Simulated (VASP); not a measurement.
Write the native input for VASP 6.6.1 that does the following.

| Item | Value |
| --- | --- |
| Task | single point |
| Functional | PBE |
| Potentials or basis | VASP PAW PBE potentials, release 64 (Al, N) |
| Cutoff | 520 eV |
| k mesh | 9 × 9 × 1 |
| Occupations | gaussian, width 0.1 eV |
| Spin | collinear spin, ferromagnetic start |
| Starting moments | [0.0, 0.0, 0.0, 3.0] μB |
| Dipole correction | yes |
| Further INCAR settings | ALGO = Normal; EDIFF = 1e-06; NBANDS = 19 |

The structure of Al3N lies in POSCAR:

```
Al3N
1.0
    2.8567582919      0.0000000000      0.0000000000
   -1.4283791460      2.4740252533      0.0000000000
    0.0000000000      0.0000000000     21.6013781961
Al N
3 1
Direct
    0.6666666667      0.3333333333      0.1851733701
    0.3333333333      0.6666666667      0.2916813827
    0.0000000000      0.0000000000      0.3981865471
    0.1666666667      0.0000000000      0.5680831142
```

One way to write it, as run:

INCAR

```
PREC = Accurate ; ENCUT = 520
EDIFF = 1E-6 ; ISMEAR = 0
SIGMA = 0.1 ; LREAL = F
LASPH = T ; NELM = 150
ALGO = Normal ; ISIF = 2
LWAVE = F ; LCHARG = F
ISPIN = 2 ; MAGMOM = 0 0 0 3
LORBIT = 11 ; LDIPOL = T
IDIPOL = 3 ; DIPOL = 0.5 0.5 0.361
GGA = PE ; NBANDS = 19
```

KPOINTS

```
Automatic mesh
0
Gamma
  9 9 1
```

Potentials or basis: VASP PAW PBE potentials, release 64 (Al, N).

Command:

```bash
$ cat potpaw_PBE.64/Al/POTCAR potpaw_PBE.64/N/POTCAR > POTCAR
$ mpirun -np 1 vasp_std > vasp.out
```

It gave:

| Item | Value |
| --- | --- |
| Largest force | 0.332 eV/Å |
| Net moment | 2.81 μB per cell |
| Site moments | Al -0.01; N +1.93 μB |
| Valence electrons inside the program's atomic spheres | Al 0.76, 0.77 (each value once); N 3.30 |

Run time: 5.9 min on 1 thread of Intel(R) Xeon(R) 6975P-C (Granite Rapids), with other jobs on the host, peak memory 0.46 GiB.
